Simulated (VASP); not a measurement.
A run of VASP 6.6.1 is set up as follows.

INCAR

```
SYSTEM = Ge
PREC     = Accurate       ! precision mode
ENCUT    = 520            ! plane-wave cutoff, eV
EDIFF    = 1E-6           ! SCF threshold, eV
ISMEAR   = -1             ! smearing method
SIGMA    = 0.1            ! smearing width, eV
LREAL    = .FALSE.        ! projectors in reciprocal space
LASPH    = .TRUE.         ! aspherical terms in the spheres
NELM     = 100            ! most SCF steps
ALGO     = Normal         ! electronic algorithm
ISIF     = 2              ! what is computed and relaxed
LWAVE    = .FALSE.        ! write WAVECAR
LCHARG   = .FALSE.        ! write CHGCAR
GGA      = B5             ! functional
ALDAX    = 1.0          
AGGAX    = 1.0          
AGGAC    = 1.0          
ALDAC    = 0.0          
NBANDS   = 36             ! bands
```

Contents of KPOINTS:

```
regular mesh
0
G
  12 12 4
  0 0 0
```

The input POSCAR:

```
Ge
1.0
    3.1227365420      0.0000000000      0.0000000000
   -1.5613682710      2.7043691747      0.0000000000
    0.0000000000      0.0000000000     10.3202848961
Ge
4
Direct
    1.0000000000      1.0000000000      0.0000000000
    1.0000000000      1.0000000000      0.5000000000
    0.3333333333      0.6666666667      0.2500000000
    0.6666666667      0.3333333333      0.7500000000
```

Potentials or basis: VASP PAW PBE potentials, release 64 (Ge_d).

Run with:

```console
$ cat potpaw_PBE.64/Ge_d/POTCAR > POTCAR
$ mpirun -np 1 vasp_std > vasp.out
```

Question: What does it give for the pressure?

Answer: 0.2 GPa.

Question: What does it give for the band gap on the k mesh?

Answer: Zero (bands 28 and 29 overlap by 8.28 eV).

Caveat: the PAW data sets were made with another functional, which shifts forces and pressure a little.
